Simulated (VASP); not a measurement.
# Pt (Im-3m) in VASP: elastic constants with PBEsol

Aim: the elastic constants of Pt with PBEsol.

All numbers are computed with VASP 6.6.1; they aren't measurements. Logs are shortened: lines on timing, memory, paths and dates and some standing lists are left out, and cuts for length are marked.

## 1. The cell of the first run

The structure is cubic, space group Im-3m (No. 229). Conventional cell: a = 3.168 Å, b = 3.168 Å, c = 3.168 Å, α = 90.00°, β = 90.00°, γ = 90.00°. Pt (site symmetry m-3m) has 14 Pt at 2.74 to 3.17 Å within 3.6 Å.

This isn't the form of Pt at room conditions, which is fcc.

## 2. Elastic constants, PBEsol

INCAR

```
ALGO = Normal
EDIFF = 1E-8
ENCUT = 600
GGA = PS
IBRION = 6
ISIF = 3
ISMEAR = -1
LASPH = T
LCHARG = F
LREAL = F
LWAVE = F
NELM = 80
NFREE = 2
NSW = 1
POTIM = 0.015
PREC = Accurate
SIGMA = 0.1
```

KPOINTS

```
k-points
0
Gamma
  19 19 19
```

POSCAR

```
Pt
1.0
   -1.5842200000      1.5842200000      1.5842200000
    1.5842200000     -1.5842200000      1.5842200000
    1.5842200000      1.5842200000     -1.5842200000
Pt
1
Direct
    0.0000000000      0.0000000000      0.0000000000
```

Potentials or basis: VASP PAW PBE potentials, release 64 (Pt).

Run with:

```bash
$ cat potpaw_PBE.64/Pt/POTCAR > POTCAR
$ mpirun -np 1 vasp_std > vasp.out
```

OUTCAR:

```text
EDIFF = 1E-8
   ENCUT = 600
   GGA = PS
   IBRION = 6
   ISIF = 3
   ISMEAR = -1
   LASPH = T
   LREAL = F
   NELM = 80
   NFREE = 2
   NSW = 1
   POTIM = 0.015
   PREC = Accurate

 ion  position               nearest neighbor table
   1  0.000  0.000  0.000-

  LATTYP: Found a body centered cubic cell.
 ALAT       =     3.1684400000

  Lattice vectors:

 A1 = (  -1.5842200000,   1.5842200000,   1.5842200000)
 A2 = (   1.5842200000,  -1.5842200000,   1.5842200000)
 A3 = (   1.5842200000,   1.5842200000,  -1.5842200000)

Analysis of symmetry for initial positions (statically):
=====================================================================
 Subroutine PRICEL returns:
 Original cell was already a primitive cell.

 Routine SETGRP: Setting up the symmetry group for a
 body centered cubic supercell.

 Subroutine GETGRP returns: Found 48 space group operations
 (whereof 48 operations were pure point group operations)
 out of a pool of 48 trial point group operations.

The static configuration has the point symmetry O_h .

Analysis of symmetry for dynamics (positions and initial velocities):
=====================================================================
 Subroutine PRICEL returns:
 Original cell was already a primitive cell.

 Routine SETGRP: Setting up the symmetry group for a
 body centered cubic supercell.

 Subroutine GETGRP returns: Found 48 space group operations
 (whereof 48 operations were pure point group operations)
 out of a pool of 48 trial point group operations.

The dynamic configuration has the point symmetry O_h .

 Subroutine INISYM returns: Found 48 space group operations
 (whereof 48 operations are pure point group operations),
 and found     1 'primitive' translations

----------------------------------------------------------------------------------------

[... 544 lines left out ...]

 number of electron       9.9999999 magnetization

------------------------ aborting loop because EDIFF is reached ----------------------------------------
[... 65 lines left out ...]
--------------------------------------- Ionic step       15  -------------------------------------------

 number of electron      10.0000000 magnetization

 Free energy of the ion-electron system (eV)
  ---------------------------------------------------
  ext. energy  EPLUGINS =         0.00000000
  ---------------------------------------------------
  free energy    TOTEN  =        -6.83932577 eV

  energy without entropy =       -6.79983981  energy(sigma->0) =       -6.81958279

 E-fermi :   9.9076     XC(G=0): -13.3083

 val. band max:        9.9050563580   @ k =  -0.4211  -0.4211   0.0526
 cond. band min:       9.9169965124   @ k =  -0.4737  -0.4737   0.4211
 fundamental gap:      0.0119401544
 Fermi energy:         9.9076276967

 k-point     1 :       0.0000    0.0000    0.0000
  band No.  band energies     occupation
      1       0.4060      2.00000
      2       6.4524      2.00000
      3       6.4524      2.00000
      4       6.4524      2.00000
      5       8.9385      1.99988
      6       8.9385      1.99988
      7      26.9877      0.00000
      8      26.9877      0.00000
      9      26.9877      0.00000
[... 304 lines left out ...]
  FREE ENERGIE OF THE ION-ELECTRON SYSTEM (eV)
  ---------------------------------------------------
  free  energy   TOTEN  =        -6.8393257662 eV

  energy  without entropy=       -6.7998398141  energy(sigma->0) =       -6.81958279

 INTERNAL STRAIN TENSORS FROM STRAINED CELLS
 ============================================

 INTERNAL STRAIN TENSOR FOR ION    1 for displacements in x,y,z  (eV/Angst):
          X           Y           Z          XY          YZ          ZX
  --------------------------------------------------------------------------------
  x     0.00000    -0.00000     0.00000    -0.00000    -0.00000     0.00000
  y     0.00000     0.00000    -0.00000     0.00000    -0.00000    -0.00000
  z     0.00000    -0.00000     0.00000    -0.00000     0.00000     0.00000

 INTERNAL STRAIN TENSORS FROM DISPLACED ATOMS
 ============================================

 INTERNAL STRAIN TENSOR FOR ION    1 for displacements in x,y,z  (eV/Angst):
          X           Y           Z          XY          YZ          ZX
  --------------------------------------------------------------------------------
  x     0.00000     0.00000     0.00000     0.00000     0.00000     0.00000
  y     0.00000     0.00000     0.00000     0.00000     0.00000     0.00000
  z     0.00000     0.00000     0.00000     0.00000     0.00000     0.00000

 Eigenvectors and eigenvalues of the dynamical matrix
 ----------------------------------------------------

   1 f/i=    0.000000 THz     0.000000 2PiTHz    0.000000 cm-1     0.000000 meV
             X         Y         Z           dx          dy          dz
      0.000000  0.000000  0.000000     1.000000    0.000000    0.000000

   2 f/i=    0.000000 THz     0.000000 2PiTHz    0.000000 cm-1     0.000000 meV
             X         Y         Z           dx          dy          dz
      0.000000  0.000000  0.000000     0.000000    1.000000    0.000000

   3 f/i=    0.000000 THz     0.000000 2PiTHz    0.000000 cm-1     0.000000 meV
             X         Y         Z           dx          dy          dz
      0.000000  0.000000  0.000000     0.000000    0.000000    1.000000

--------------------------------------------------------------------------------------------------------

 ELASTIC MODULI CONTR FROM IONIC RELAXATION (kBar)
 Direction    XX          YY          ZZ          XY          YZ          ZX
 --------------------------------------------------------------------------------
 XX           0.0000      0.0000      0.0000      0.0000      0.0000      0.0000
 YY           0.0000      0.0000      0.0000      0.0000      0.0000      0.0000
 ZZ           0.0000      0.0000      0.0000      0.0000      0.0000      0.0000
 XY           0.0000      0.0000      0.0000      0.0000      0.0000      0.0000
 YZ           0.0000      0.0000      0.0000      0.0000      0.0000      0.0000
 ZX           0.0000      0.0000      0.0000      0.0000      0.0000      0.0000
 --------------------------------------------------------------------------------

 TOTAL ELASTIC MODULI (kBar)
 Direction    XX          YY          ZZ          XY          YZ          ZX
 --------------------------------------------------------------------------------
 XX        1578.2903   2607.6012   2607.6012     -0.0000     -0.0000      0.0000
 YY        2607.6012   1578.2903   2607.6012     -0.0000      0.0000     -0.0000
 ZZ        2607.6012   2607.6012   1578.2903      0.0000     -0.0000      0.0000
 XY          -0.0000     -0.0000      0.0000   1363.8235      0.0000      0.0000
 YZ          -0.0000      0.0000     -0.0000      0.0000   1363.8235      0.0000
 ZX           0.0000     -0.0000      0.0000      0.0000      0.0000   1363.8235
 --------------------------------------------------------------------------------
```

stdout:

```text
POSCAR found type information on POSCAR Pt
 POSCAR found :  1 types and       1 ions
 scaLAPACK will be used
 -----------------------------------------------------------------------------
|                                                                             |
|                                                                             |
|     You enforced a specific xc type in the INCAR file but a different       |
|     I HOPE YOU KNOW WHAT YOU ARE DOING!                                     |
|                                                                             |
 -----------------------------------------------------------------------------

 LDA part: xc-table for (Slater+PW92), standard interpolation
 POSCAR, INCAR and KPOINTS ok, starting setup
 FFT: planning ... GRIDC
 FFT: planning ... GRID_SOFT
 FFT: planning ... GRID
 WAVECAR not read
 entering main loop
 Found     1 degrees of freedom:
 Adding 6 more for cell shape distortion
 Finite differences POTIM= 0.01500 DOF=   7
 bond charge predicted
 Finite differences progress:
 bond charge predicted
 Finite differences progress:
 bond charge predicted
 Finite differences progress:
 bond charge predicted
 Finite differences progress:
 bond charge predicted
 Finite differences progress:
 bond charge predicted
 Finite differences progress:
 bond charge predicted
 Finite differences progress:
 bond charge predicted
 Finite differences progress:
 bond charge predicted
 Finite differences progress:
 bond charge predicted
 Finite differences progress:
 bond charge predicted
 Finite differences progress:
 bond charge predicted
 Finite differences progress:
 bond charge predicted
 Finite differences progress:
 bond charge predicted
 Finite differences progress:
```

Run time: 16 min. Hardware: 1 thread of AMD EPYC 9R45 (Zen 5), shared host; peak memory 0.63 GiB.

What came out:

```yaml
Elastic_constants_C11_C12_C44: 158, 261, 136 GPa
Voigt_bulk_modulus: 226 GPa
```

Elastic tensor in Voigt notation (GPa, in the Cartesian axes of the cell as first typed):
```
158 261 261   0   0   0
261 158 261   0   0   0
261 261 158   0   0   0
  0   0   0 136   0   0
  0   0   0   0 136   0
  0   0   0   0   0 136
```

Clamped-ion elastic tensor (GPa):
```
158 261 261   0   0   0
261 158 261   0   0   0
261 261 158   0   0   0
  0   0   0 136   0   0
  0   0   0   0 136   0
  0   0   0   0   0 136
```

Caveat: the cell is under stress, which shifts elastic constants; the elastic tensor has a negative eigenvalue, so either the cell is unstable as it stands or the mesh is too thin; the PAW data sets were made with another functional, which shifts forces and pressure a little; spin-orbit coupling is left out, which moves the levels of the heavy elements.
